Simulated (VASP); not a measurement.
Crystal: Gd.

```xyz
2
Lattice="3.4842 0.0000 0.0000 -1.7421 3.0174 0.0000 0.0000 0.0000 5.5867" Properties=species:S:1:pos:R:3 pbc="T T T"
Gd    0.0000    2.0116    1.3967
Gd    1.7421    1.0058    4.1900
```

Base run:

```yaml
Program: VASP 6.6.1
Functional: LDA
Potentials_or_basis: VASP PAW PBE potentials, release 64 (Gd)
Cutoff: 520 eV
k_mesh: 10 × 10 × 6
Occupations: gaussian, width 0.3 eV
Spin: collinear spin, ferromagnetic start
Starting_moments: "[7.214, 7.214] μB"
```

Its results: pressure 0.2 GPa; net moment 14.53 μB per cell; site moments Gd +6.85 μB.

Problem. The run is repeated on the same cell with these changes: occupations from gaussian, width 0.3 eV to gaussian, width 0.1 eV. What comes out?

Solution. Pressure 0.0 GPa; net moment 14.65 μB per cell; site moments Gd +6.89 μB.

Caveats: the PAW data sets were made with another functional, which shifts forces and pressure a little; so wide a smearing shifts energies and pressures (at least some runs).
